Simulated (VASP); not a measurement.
A run of VASP 6.6.1 is set up as follows.

File POSCAR:

```
CuI
1.0
    0.0000000000      3.0120289450      3.0120289450
    3.1325101028      0.0000000000      3.0120289450
    3.1325101028      3.0120289450      0.0000000000
Cu I
1 1
Direct
    0.0000000000      0.0000000000      0.0000000000
    0.2500000000      0.2500000000      0.2500000000
```

Contents of INCAR.step1:

```
SYSTEM = CuI
PREC = Accurate ; ENCUT = 520
ISMEAR = 0 ; SIGMA = 0.01
LREAL = .FALSE. ; LASPH = .TRUE.
NELM = 80 ; NBANDS = 16
GGA = PE ; ALGO = Normal
EDIFF = 1E-4 ; LWAVE = .TRUE.
LCHARG = .FALSE.
```

File INCAR.step2:

```
SYSTEM = CuI
PREC = Accurate ; ENCUT = 520
EDIFF = 1E-6 ; ISMEAR = 0
SIGMA = 0.01 ; LREAL = .FALSE.
LASPH = .TRUE. ; NELM = 80
ALGO = Normal ; ISIF = 2
LWAVE = .FALSE. ; LCHARG = .FALSE.
METAGGA = R2SCAN ; LMIXTAU = .TRUE.
NBANDS = 16 ; ISTART = 1
```

KPOINTS

```
regular mesh
0
G
  8 8 8
  0 0 0
```

Potentials or basis: VASP PAW PBE potentials, release 64 (Cu, I).

The run is started by

```bash
$ cat potpaw_PBE.64/Cu/POTCAR potpaw_PBE.64/I/POTCAR > POTCAR
$ cp INCAR.step1 INCAR
$ mpirun -np 1 vasp_std > vasp.out
$ cp INCAR.step2 INCAR
$ mpirun -np 1 vasp_std > vasp.out
```

**Question.** What does it give for the band gap on the k mesh?

**Answer.** 1.53 eV.

**Question.** Estimate the pressure.

**Answer.** -1.6 GPa.

Stress tensor (GPa, compression positive):
```
-2.17  0.00  0.00
 0.00 -1.38  0.00
 0.00  0.00 -1.38
```

Caveat: the cell differs from its parent crystal (uniaxial x strain +4.0%); the PAW data sets were made with another functional, which shifts forces and pressure a little; spin-orbit coupling is left out, which moves the levels of the heavy elements.
